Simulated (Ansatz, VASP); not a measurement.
## Al in VASP and in Ansatz

```xyz
1
Lattice="0.0000 2.0220 2.0220 2.0220 0.0000 2.0220 2.0220 2.0220 0.0000" Properties=species:S:1:pos:R:3 pbc="T T T"
Al    0.0000    0.0000    0.0000
```

Change from the starting cell: the structure that the rattled Se type (P3_221, No. 154) fell into.

Alike in both runs: task single point; functional PBE; k mesh 8 × 8 × 8; occupations gaussian, width 0.1 eV; no spin polarisation.

```csv
,VASP,Ansatz
version,VASP 6.6.1,Ansatz 0.2.0
potentials or method,"VASP PAW PBE potentials, release 64 (Al), cutoff 500 eV","scalar-relativistic, plane waves, PAW"
valence electrons in the cell,3,3
```

```csv
,VASP,Ansatz,Ansatz less VASP
gap on the k mesh at the Fermi level (eV),none,none,-
pressure (GPa),-0.1,-0.1,+0.04
```

A gap of «none» marks a metal or a gap that the smearing closes.
